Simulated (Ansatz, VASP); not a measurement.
One calculation of InSb, two programs

```
In Sb
1.0
     0.00000    3.21736    3.21736
     3.21736    0.00000    3.21736
     3.21736    3.21736    0.00000
In Sb
1 1
Direct
  0.00000 0.00000 0.00000
  0.75000 0.75000 0.75000
```

Change from the starting cell: volume scaled by 0.98, crystal datasets.

Alike in both runs: task electric field gradients; functional PBEsol; k mesh 9 × 9 × 9; occupations fermi-dirac, width 0.05 eV; no spin polarisation.

```csv
,VASP,Ansatz
version,VASP 6.6.1,Ansatz 0.2.0
potentials or method,"VASP PAW PBE potentials, release 64 (In_d, Sb), cutoff 520 eV","all-electron PAW with datasets made for the crystal, scalar-relativistic"
```

```tsv
	VASP	Ansatz	Ansatz less VASP
pressure (GPa)	1.9	1.9	-0.01
```

VASP's potentials were made for PBE, not for PBEsol. Ansatz ran all-electron here, and VASP with PAW potentials.

Neither program's run includes spin-orbit coupling.
